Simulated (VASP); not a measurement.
# Br (Fd-3m) in VASP: a series of runs, part 2 of 2

VASP 6.6.1.

## (3) Single point, PBE

This run uses another cell than the first one, of 42.71 Å³/atom.

INCAR

```
PREC = Accurate ; ENCUT = 500
EDIFF = 1E-6 ; ISMEAR = -1
SIGMA = 0.01 ; LREAL = F
LASPH = T ; NELM = 120
ALGO = Normal ; ISIF = 2
LWAVE = F ; LCHARG = F
GGA = PE ; NBANDS = 14
GGA_COMPAT = F
```

KPOINTS

```
Automatic mesh
0
Gamma
  6 6 6
```

POSCAR

```
Br
1.0
    0.0000000000      3.4955224912      3.4955224912
    3.4955224912      0.0000000000      3.4955224912
    3.4955224912      3.4955224912      0.0000000000
Br
2
Direct
    1.0000000000      1.0000000000      1.0000000000
    0.2500000000      0.2500000000      0.2500000000
```

Potentials or basis: VASP PAW PBE potentials, release 64 (Br).

Started as:

```bash
$ cat potpaw_PBE.64/Br/POTCAR > POTCAR
$ mpirun -np 1 vasp_std > vasp.out
```

Wall time 6.6 s (1 thread of Intel Xeon 6975P-C (Granite Rapids), shared host); peak memory 0.19 GiB.

The run converged. Its results:

```
Free energy            : -2.0041 eV
Pressure               : 0.0 GPa
Band gap on the k mesh : zero (bands 7 and 8 overlap by 1.21 eV)
```

Levels at points of the mesh, in eV from the Fermi level:
```csv
k point,band 4,band 5,band 6,band 7,band 8,band 9,band 10,band 11
"(0.00, 0.00, 0.00)",-2.73,-2.73,-0.90,-0.90,-0.90,5.19,9.08,9.08
"(0.50, 0.00, 0.00)",-3.11,-3.11,-0.35,-0.35,-0.21,7.59,7.79,8.86
"(0.50, 0.50, 0.00)",-3.51,-1.86,-1.86,0.31,0.31,7.11,7.11,10.59
```

## (4) Relaxation of cell and atoms, PBE

This run uses another cell than the first one, of 34.01 Å³/atom.

INCAR

```
SYSTEM = Br
PREC = Accurate
ENCUT = 500
EDIFF = 1E-7
ISMEAR = -1
SIGMA = 0.01
LREAL = .FALSE.
LASPH = .TRUE.
NELM = 120
ALGO = Normal
ISIF = 3
LWAVE = .FALSE.
LCHARG = .FALSE.
GGA = PE
IBRION = 2
NSW = 80
EDIFFG = -0.03
GGA_COMPAT = .FALSE.
NELMIN = 4
```

KPOINTS

```
regular mesh
0
G
  6 6 6
  0 0 0
```

POSCAR

```
Br
1.0
    0.0000000000      3.2400000000      3.2400000000
    3.2400000000      0.0000000000      3.2400000000
    3.2400000000      3.2400000000      0.0000000000
Br
2
Direct
    1.0000000000      1.0000000000      1.0000000000
    0.2500000000      0.2500000000      0.2500000000
```

Potentials or basis: VASP PAW PBE potentials, release 64 (Br).

Started as:

```bash
$ cat potpaw_PBE.64/Br/POTCAR > POTCAR
$ mpirun -np 1 vasp_std > vasp.out
```

OUTCAR:

```text
SYSTEM = Br
   PREC = Accurate
   ENCUT = 500
   EDIFF = 1E-7
   ISMEAR = -1
   LREAL = .FALSE.
   LASPH = .TRUE.
   NELM = 120
   ISIF = 3
   GGA = PE
   IBRION = 2
   NSW = 80
   EDIFFG = -0.03
   NELMIN = 4

 ion  position               nearest neighbor table
   1  0.000  0.000  0.000-
   2  0.250  0.250  0.250-

  LATTYP: Found a face centered cubic cell.
 ALAT       =     6.4800000000

  Lattice vectors:

 A1 = (   0.0000000000,   3.2400000000,   3.2400000000)
 A2 = (   3.2400000000,   0.0000000000,   3.2400000000)
 A3 = (   3.2400000000,   3.2400000000,   0.0000000000)

Analysis of symmetry for initial positions (statically):
=====================================================================
 Subroutine PRICEL returns:
 Original cell was already a primitive cell.
[... 175 lines left out ...]
      1     -15.7072      2.00000
      2     -12.4082      2.00000
      3      -3.0283      2.00000
      4      -3.0283      2.00000
      5      -3.0283      2.00000
      6      -0.6627      2.00000
      7      -0.6627      2.00000
      8      -0.6627      2.00000
      9       5.5786      0.00000
     10       9.2321      0.00000
     11       9.2321      0.00000
[... 315 lines left out ...]
--------------------------------------- Ionic step        4  -------------------------------------------

 number of electron      13.9999998 magnetization

 Free energy of the ion-electron system (eV)
  ---------------------------------------------------
  ext. energy  EPLUGINS =         0.00000000
  ---------------------------------------------------
  free energy    TOTEN  =        -2.00197736 eV

  energy without entropy =       -1.99960856  energy(sigma->0) =       -2.00079296

 E-fermi :  -1.2504     XC(G=0):  -6.7964

 val. band max:       -1.2710648295   @ k =  -0.3333   0.3333   0.0000
 cond. band min:      -1.2362293615   @ k =  -0.3333   0.1667   0.0000
 fundamental gap:      0.0348354679
 Fermi energy:        -1.2504309489

 k-point     1 :       0.0000    0.0000    0.0000
  band No.  band energies     occupation
      1     -16.3237      2.00000
      2     -14.3414      2.00000
      3      -3.9712      2.00000
      4      -3.9712      2.00000
      5      -3.9712      2.00000
      6      -2.1476      2.00000
      7      -2.1476      2.00000
      8      -2.1476      2.00000
      9       3.9434      0.00000
     10       7.8266      0.00000
     11       7.8266      0.00000
[... 237 lines left out ...]
  FREE ENERGIE OF THE ION-ELECTRON SYSTEM (eV)
  ---------------------------------------------------
  free  energy   TOTEN  =        -2.0019773565 eV

  energy  without entropy=       -1.9996085569  energy(sigma->0) =       -2.00079296

 reached required accuracy - stopping structural energy minimisation
```

CONTCAR:

```text
Br
   1.00000000000000
    -0.0000000000000000    3.4968450489850502    3.4968450489850502
     3.4968450489850502    0.0000000000000000    3.4968450489850502
     3.4968450489850502    3.4968450489850502   -0.0000000000000000
  Br
     2
Direct
     0.0000000000000000    0.0000000000000000    0.0000000000000000
     0.2500000000000000    0.2500000000000000    0.2500000000000000

  0.00000000E+00  0.00000000E+00  0.00000000E+00
  0.00000000E+00  0.00000000E+00  0.00000000E+00
```

Wall time 20 s (1 thread of Intel Xeon 6975P-C (Granite Rapids), shared host); peak memory 0.2 GiB.

What came out:

```
Free energy                           : -2.0020 eV
Relaxed volume                        : 42.76 Å³/atom
Relaxed cell                          : a = 4.945 Å, b = 4.945 Å, c = 4.945 Å, α = 60.00°, β = 60.00°, γ = 60.00°
Space group after relaxing (to 0.1 Å) : Fd-3m (No. 227)
Energy gained by relaxing             : 138.7 meV/atom
Ionic steps                           : 4
Pressure after relaxing               : 0.0 GPa
Band gap on the k mesh                : zero (bands 7 and 8 overlap by 1.21 eV)
```

The path:
```csv
step,energy change (eV),largest force (eV/Å),pressure (GPa),volume (Å³)
1,0.0000,0.0000,6.36,68.02
2,-0.2708,0.0000,0.68,82.19
3,-0.2770,0.0000,-0.16,86.35
4,-0.2775,0.0000,-0.01,85.52
```

Final structure:
```
Br
1.0
     0.00000    3.49685    3.49685
     3.49685    0.00000    3.49685
     3.49685    3.49685    0.00000
Br
2
Direct
  0.00000 0.00000 0.00000
  0.25000 0.25000 0.25000
```

Levels at points of the mesh, in eV from the Fermi level:
```csv
k point,band 5,band 6,band 7,band 8,band 9,band 10
"(0.00, 0.00, 0.00)",-2.72,-0.90,-0.90,-0.90,5.19,9.08
"(0.50, 0.00, 0.00)",-3.10,-0.35,-0.35,-0.21,7.60,7.79
"(0.50, 0.50, 0.00)",-1.86,-1.86,0.31,0.31,7.11,7.11
```

Caveat: the volume moved by over 15 % at a fixed basis, so the end points are rough.

## (5) Relaxation of cell and atoms, PBE, target pressure 20 GPa, at which the enthalpy is minimised

This run uses another cell than the first one, of 34.01 Å³/atom.

INCAR, as its differences from that of step 4:

```diff
@@ -17,2 +17,3 @@
 EDIFFG = -0.03
+PSTRESS = 200.0
 GGA_COMPAT = .FALSE.
```

KPOINTS is that of step 4.

POSCAR is that of step 4.

Started as:

```bash
$ cat potpaw_PBE.64/Br/POTCAR > POTCAR
$ mpirun -np 1 vasp_std > vasp.out
```

Wall time 21 s (1 thread of Intel Xeon 6975P-C (Granite Rapids), shared host); peak memory 0.21 GiB.

It converged, with:

* Free energy: -0.7357 eV
* Relaxed volume: 27.43 Å³/atom
* Relaxed cell: a = 4.265 Å, b = 4.265 Å, c = 4.265 Å, α = 60.00°, β = 60.00°, γ = 60.00°
* Space group after relaxing (to 0.1 Å): Fd-3m (No. 227)
* Energy change on relaxing (the run minimises the enthalpy): +494.4 meV/atom
* Ionic steps: 4
* Pressure after relaxing: 19.9 GPa
* Band gap on the k mesh: zero (bands 7 and 8 overlap by 2.84 eV)

The path:
| step | energy change (eV) | largest force (eV/Å) | pressure (GPa) | volume (Å³) |
| --- | --- | --- | --- | --- |
| 1 | 0.0000 | 0.0000 | 6.36 | 68.02 |
| 2 | 3.3305 | 0.0000 | 48.96 | 43.31 |
| 3 | 0.9225 | 0.0000 | 19.01 | 55.41 |
| 4 | 0.9888 | 0.0000 | 19.88 | 54.87 |

Final structure:
```
CELL_PARAMETERS angstrom
0.00000 3.01601 3.01601
3.01601 0.00000 3.01601
3.01601 3.01601 0.00000
ATOMIC_POSITIONS crystal
Br 0.00000 0.00000 0.00000
Br 0.25000 0.25000 0.25000
```

Levels at points of the mesh, in eV from the Fermi level:
```
           k point  band 4  band 5  band 6  band 7  band 8  band 9  band 10  band 11
(0.00, 0.00, 0.00)   -4.93   -4.93   -2.01   -2.01   -2.01    4.46     7.83     7.83
(0.50, 0.00, 0.00)   -5.64   -5.56   -0.91   -0.91    0.26    6.96     7.28     8.15
(0.50, 0.50, 0.00)   -6.40   -3.25   -3.25    0.83    0.83    6.18     6.18    10.08
```

Caveat: the cell is relaxed towards a set pressure, so the run minimises the enthalpy, not the energy; the volume moved by over 15 % at a fixed basis, so the end points are rough.

## (6) Overview

```csv
task,cell,gap on the mesh (eV),pressure (GPa)
single point,"a = 4.263 Å, angles 60.0°, 2 atoms",none,20.0
single point,"a = 4.943 Å, angles 60.0°, 2 atoms",none,0.0
relaxation of cell and atoms,"relaxed from a = 4.582 Å, angles 60.0°, 2 atoms",none,0.0
relaxation of cell and atoms,"relaxed to 20 GPa from a = 4.582 Å, angles 60.0°, 2 atoms",none,19.9
```

Alike in all rows: level PBE; potentials or basis VASP PAW PBE potentials, release 64 (Br); no spin polarisation; k mesh 6 × 6 × 6; cutoff (eV) 500; smearing fermi-dirac 0.01 eV.

Caveats: the volume moved by over 15 % at a fixed basis, so the end points are rough (at least some runs); the cell stands under pressure (at least some runs); the cell is relaxed towards a set pressure, so the run minimises the enthalpy, not the energy (at least some runs).

Absolute energies hang on the potentials; compare differences alone.
